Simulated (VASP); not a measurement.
# SrHf (F-43m) in VASP: a series of runs

Runs on SrHf. Level: PBE. Tasks: single point, relaxation of cell and atoms.

Everything below comes from runs of VASP 6.6.1. Logs are shortened: lines on timing, memory, paths and dates and some standing lists are left out, and cuts for length are marked.

### 1 The cell of the first run

Symmetry: F-43m, No. 216, cubic system. Conventional cell: a = 7.111 Å, b = 7.111 Å, c = 7.111 Å, α = 90.00°, β = 90.00°, γ = 90.00°. Sr (site symmetry -43m) has 4 Hf at 3.08 Å within 4.1 Å. Hf (site symmetry -43m) has 4 Sr at 3.08 Å within 4.1 Å.

### 2 Single point, PBE

Contents of INCAR:

```
PREC     = Accurate       # precision mode
ENCUT    = 520            # plane-wave cutoff, eV
EDIFF    = 1E-7           # SCF threshold, eV
ISMEAR   = 0              # smearing method
SIGMA    = 0.1            # smearing width, eV
LREAL    = False          # projectors in reciprocal space
LASPH    = True           # aspherical terms in the spheres
NELM     = 100            # most SCF steps
ALGO     = Normal         # electronic algorithm
ISIF     = 2              # what is computed and relaxed
LWAVE    = False          # write WAVECAR
LCHARG   = True           # write CHGCAR
GGA      = PE             # functional
LELF     = True           # ELF
LVHAR    = True         
NBANDS   = 17             # bands
```

Contents of KPOINTS:

```
Automatic mesh
0
Gamma
  14 14 14
```

Contents of POSCAR:

```
SrHf
1.0
    0.0000000000      3.5556195743      3.5556195743
    3.5556195743      0.0000000000      3.5556195743
    3.5556195743      3.5556195743      0.0000000000
Sr Hf
1 1
Direct
    0.0000000000      0.0000000000      0.0000000000
    0.2500000000      0.2500000000      0.2500000000
```

Potentials or basis: VASP PAW PBE potentials, release 64 (Sr_sv, Hf_pv).

Launch:

```bash
$ cat potpaw_PBE.64/Sr_sv/POTCAR potpaw_PBE.64/Hf_pv/POTCAR > POTCAR
$ mpirun -np 1 vasp_std > vasp.out
```

OUTCAR:

```text
PREC = Accurate
   ENCUT = 520
   EDIFF = 1E-7
   ISMEAR = 0
   LREAL = False
   LASPH = True
   NELM = 100
   ISIF = 2
   GGA = PE

 ion  position               nearest neighbor table
   1  0.000  0.000  0.000-   2 3.08   2 3.08   2 3.08   2 3.08
   2  0.250  0.250  0.250-   1 3.08   1 3.08   1 3.08   1 3.08

  LATTYP: Found a face centered cubic cell.
 ALAT       =     7.1112391486

  Lattice vectors:

 A1 = (   0.0000000000,   3.5556195743,   3.5556195743)
 A2 = (   3.5556195743,   0.0000000000,   3.5556195743)
 A3 = (   3.5556195743,   3.5556195743,   0.0000000000)

Analysis of symmetry for initial positions (statically):
=====================================================================
 Subroutine PRICEL returns:
 Original cell was already a primitive cell.

 Routine SETGRP: Setting up the symmetry group for a
 face centered cubic supercell.

 Subroutine GETGRP returns: Found 24 space group operations
 (whereof 24 operations were pure point group operations)
 out of a pool of 48 trial point group operations.

The static configuration has the point symmetry T_d .

Analysis of symmetry for dynamics (positions and initial velocities):
=====================================================================
 Subroutine PRICEL returns:
 Original cell was already a primitive cell.

 Routine SETGRP: Setting up the symmetry group for a
 face centered cubic supercell.

 Subroutine GETGRP returns: Found 24 space group operations
 (whereof 24 operations were pure point group operations)
 out of a pool of 48 trial point group operations.

The dynamic configuration has the point symmetry T_d .

 Subroutine INISYM returns: Found 24 space group operations
 (whereof 24 operations are pure point group operations),
 and found     1 'primitive' translations

----------------------------------------------------------------------------------------

                                     Primitive cell

  volume of cell :      89.9033

  direct lattice vectors                    reciprocal lattice vectors
     0.000000000  3.555619574  3.555619574    -0.140622468  0.140622468  0.140622468
     3.555619574  0.000000000  3.555619574     0.140622468 -0.140622468  0.140622468
     3.555619574  3.555619574  0.000000000     0.140622468  0.140622468 -0.140622468

  length of vectors
     5.028405425  5.028405425  5.028405425     0.243565259  0.243565259  0.243565259

  position of ions in fractional coordinates (direct lattice)
     0.000000000  0.000000000  0.000000000
     0.250000000  0.250000000  0.250000000

  ion indices of the primitive-cell ions
   primitive index   ion index
                 1           1
                 2           2

----------------------------------------------------------------------------------------

 KPOINTS: Automatic mesh

Automatic generation of k-mesh.
 Grid dimensions read from file:
 generate k-points for:   14   14   14

 Generating k-lattice:

  Cartesian coordinates                     Fractional coordinates (reciprocal lattice)
    -0.010044462  0.010044462  0.010044462     0.071428571  0.000000000  0.000000000
     0.010044462 -0.010044462  0.010044462     0.000000000  0.071428571  0.000000000
     0.010044462  0.010044462 -0.010044462     0.000000000  0.000000000  0.071428571

  Length of vectors
     0.017397519  0.017397519  0.017397519

  Shift w.r.t. Gamma in fractional coordinates (k-lattice)
     0.000000000  0.000000000  0.000000000

 Subroutine IBZKPT returns following result:
 ===========================================

 Found    104 irreducible k-points:

 Following reciprocal coordinates:
            Coordinates               Weight
  0.000000  0.000000  0.000000      1.000000
  0.071429  0.000000  0.000000      8.000000
  0.142857  0.000000  0.000000      8.000000
  0.214286  0.000000  0.000000      8.000000
  0.285714  0.000000  0.000000      8.000000
  0.357143  0.000000  0.000000      8.000000
[... 16 lines left out ...]
  0.214286  0.142857  0.000000     24.000000
  0.285714  0.142857  0.000000     24.000000
 [... further k-points ...]
   k-points           NKPTS =    104   k-points in BZ     NKDIM =    104   number of bands    NBANDS=     17
   number of dos      NEDOS =    301   number of ions     NIONS =      2
   total plane-waves  NPLWV =  64000
   dimension x,y,z NGX =    40 NGY =   40 NGZ =   40
   dimension x,y,z NGXF=    80 NGYF=   80 NGZF=   80
   ions per type =               1   1
   NGX,Y,Z   is equivalent  to a cutoff of  13.22, 13.22, 13.22 a.u.
   NGXF,Y,Z  is equivalent  to a cutoff of  26.45, 26.45, 26.45 a.u.
 SYSTEM =  unknown system
   PREC   = accura    normal or accurate (medium, high low for compatibility)
   ISTART =      0    job   : 0-new  1-cont  2-samecut
   ICHARG =      2    charge: 1-file 2-atom 10-const
   ISPIN  =      1    spin polarized calculation?
   LNONCOLLINEAR =      F non collinear calculations
   LSORBIT =      F    spin-orbit coupling
   LASPH  =      T    aspherical Exc in radial PAW
   ENCUT  =  520.0 eV  38.22 Ry    6.18 a.u.   9.35  9.35  9.35*2*pi/ulx,y,z
   NELM   =    100;   NELMIN=  2; NELMDL= -5     # of ELM steps
   EDIFF  = 0.1E-06   stopping-criterion for ELM
   LREAL  =      F    real-space projection
   EDIFFG = 0.1E-05   stopping-criterion for IOM
   NSW    =      0    number of steps for IOM
   IBRION =     -1    ionic relax: 0-MD 1-quasi-New 2-CG
   NFREE  =      0    steps in history (QN), initial steepest desc. (CG)
   ISIF   =      2    stress and relaxation
   ISYM   =      2    0-nonsym 1-usesym 2-fastsym
   POTIM  = 0.5000    time-step for ionic-motion
   TEBEG  =    0.0;   TEEND  =   0.0 temperature during run
   PSTRESS=    0.0 pullay stress
   NELECT =      20.0000    total number of electrons
   NUPDOWN=      -1.0000    fix difference up-down
   EMIN   =  10.00;   EMAX   =-10.00  energy-range for DOS
   EFERMI =   0.00;   METHOD = LEGACY
   ISMEAR =     0;   SIGMA  =   0.10  broadening in eV -4-tet -1-fermi 0-gaus
   EFERMI_NEDOS =   21; number of points for ismear=-14 and -15
   IALGO  =     38    algorithm
   IMIX   =      4    mixing-type and parameters
     AMIX     =   0.40;   BMIX     =  1.00
     AMIX_MAG =   1.60;   BMIX_MAG =  1.00
  volume/ion in A,a.u.               =      44.95       303.35
  Fermi-wavevector in a.u.,A,eV,Ry     =   0.991957  1.874527 13.387845  0.983979
  Thomas-Fermi vector in A             =   2.123735
   LORBIT       =      0    0 simple, 1 ext, 2 COOP (PROOUT), +10 PAW based schemes
   GGA     = PE    functional components
   LHFCALC =     F    Hartree Fock is set to
   AEXX    =    0.0000 exact exchange contribution
   IVDW    =     0    specifies the selected vdW correction
   LEPSILON=     F    determine dielectric tensor
   LRPA    =     F    only Hartree local field effects (RPA)
 non-spin polarized calculation
 Gauss-broadening in eV      SIGMA  =   0.10
  energy-cutoff  :      520.00
  volume of cell :       89.90
 maximum number of plane-waves:      2452
 NGX is ok and might be reduce to    40
   NGX = 19   NGY = 19   NGZ = 19

 number of electron      20.0000000 magnetization

 Free energy of the ion-electron system (eV)
  ---------------------------------------------------
  ext. energy  EPLUGINS =         0.00000000
  ---------------------------------------------------
  free energy    TOTEN  =        -6.16886453 eV

  energy without entropy =       -6.13994138  energy(sigma->0) =       -6.15440295

 E-fermi :   1.2280     XC(G=0):  -7.9956

 val. band max:        1.2186643484   @ k =   0.3571   0.0000   0.0000
 cond. band min:       1.2281723799   @ k =   0.2857   0.0714   0.0000
 fundamental gap:      0.0095080316
 Fermi energy:         1.2279983295

 k-point     1 :       0.0000    0.0000    0.0000
  band No.  band energies     occupation
      1     -34.4802      2.00000
      2     -30.6356      2.00000
      3     -30.6356      2.00000
      4     -30.6356      2.00000
      5     -16.5785      2.00000
      6     -16.5785      2.00000
[... 9 lines left out ...]
     16       3.5031      0.00000
     17       7.0206      0.00000

 k-point     2 :       0.0714    0.0000    0.0000
  band No.  band energies     occupation
      1     -34.4804      2.00000
      2     -30.6357      2.00000
      3     -30.6357      2.00000
      4     -30.6353      2.00000
      5     -16.5802      2.00000
      6     -16.5784      2.00000
[... 9 lines left out ...]
     16       3.5098      0.00000
     17       6.9905      0.00000

 k-point     3 :       0.1429    0.0000    0.0000
  band No.  band energies     occupation
      1     -34.4811      2.00000
      2     -30.6358      2.00000
      3     -30.6358      2.00000
      4     -30.6342      2.00000
      5     -16.5850      2.00000
      6     -16.5780      2.00000
[... 9 lines left out ...]
     16       3.5402      0.00000
     17       6.9093      0.00000

 k-point     4 :       0.2143    0.0000    0.0000
  band No.  band energies     occupation
      1     -34.4821      2.00000
      2     -30.6360      2.00000
      3     -30.6360      2.00000
      4     -30.6327      2.00000
      5     -16.5918      2.00000
      6     -16.5775      2.00000
[... 9 lines left out ...]
     16       3.6190      0.00000
     17       6.7955      0.00000
[... 343 lines left out ...]
      1     -34.4814      2.00000
      2     -30.6361      2.00000
      3     -30.6361      2.00000
      4     -30.6334      2.00000
      5     -16.5873      2.00000
      6     -16.5778      2.00000
[... 9 lines left out ...]
     16       3.5159      0.00000
     17       6.6901      0.00000

 k-point    23 :       0.2143    0.1429    0.0000
  band No.  band energies     occupation
      1     -34.4821      2.00000
      2     -30.6363      2.00000
      3     -30.6363      2.00000
      4     -30.6321      2.00000
      5     -16.5922      2.00000
      6     -16.5776      2.00000
[... 9 lines left out ...]
     16       3.5605      0.00000
     17       6.5213      0.00000

 k-point    24 :       0.2857    0.1429    0.0000
  band No.  band energies     occupation
      1     -34.4831      2.00000
      2     -30.6366      2.00000
      3     -30.6366      2.00000
      4     -30.6305      2.00000
      5     -16.5980      2.00000
      6     -16.5777      2.00000
[... 9 lines left out ...]
     16       3.6815      0.00000
     17       6.3453      0.00000

 [... further k-points ...]

------------------------ aborting loop because EDIFF is reached ----------------------------------------

  FORCE on cell =-STRESS in cart. coord.  units (eV):
  Direction    XX          YY          ZZ          XY          YZ          ZX
  --------------------------------------------------------------------------------------
  -------------------------------------------------------------------------------------
  Total       -0.0191498     -0.0191498     -0.0191498      0.0000000      0.0000000     -0.0000000
  in kB       -0.3412704     -0.3412704     -0.3412704      0.0000000      0.0000000     -0.0000000
  external PRESSURE =      -0.3412704 kB  Pullay stress =       0.0000000 kB

 VOLUME and BASIS-vectors are now :
 -----------------------------------------------------------------------------
  energy-cutoff  :      520.00
  volume of cell :       89.90
      direct lattice vectors                 reciprocal lattice vectors
     0.000000000  3.555619574  3.555619574    -0.140622468  0.140622468  0.140622468
     3.555619574  0.000000000  3.555619574     0.140622468 -0.140622468  0.140622468
     3.555619574  3.555619574  0.000000000     0.140622468  0.140622468 -0.140622468

 POSITION                                       TOTAL-FORCE (eV/Angst)
 -----------------------------------------------------------------------------------
      0.00000      0.00000      0.00000         0.000000      0.000000     -0.000000
      1.77781      1.77781      1.77781        -0.000000     -0.000000      0.000000
 -----------------------------------------------------------------------------------
    total drift:                                0.000000      0.000000      0.000000

  FREE ENERGIE OF THE ION-ELECTRON SYSTEM (eV)
  ---------------------------------------------------
  free  energy   TOTEN  =        -6.1688645255 eV

  energy  without entropy=       -6.1399413776  energy(sigma->0) =       -6.15440295
```

It took 91 s on 1 thread of Intel Xeon 6975P-C (Granite Rapids), shared host; peak memory 0.35 GiB.

Results:

- Free energy: -6.1689 eV
- Pressure: 0.0 GPa
- Band gap on the k mesh: zero (band 10 reaches 1.53 eV, above the bottom of band 11 at 1.02 eV)

Levels at points of the mesh, in eV from the Fermi level:
```tsv
k point	band 6	band 7	band 8	band 9	band 10	band 11	band 12	band 13	band 14	band 15
(0.00, 0.00, 0.00)	-17.81	-17.81	-4.04	-0.01	-0.01	0.43	0.43	0.43	2.28	2.28
(0.50, 0.00, 0.00)	-17.80	-17.80	-2.33	-0.52	-0.03	-0.03	0.35	0.48	0.48	2.96
(0.50, 0.50, 0.00)	-17.80	-17.80	-1.37	-0.86	-0.80	0.09	0.57	0.57	1.01	3.04
```

Caveat: spin-orbit coupling is left out, which moves the levels of the heavy elements.

[end of part 1 of 2]
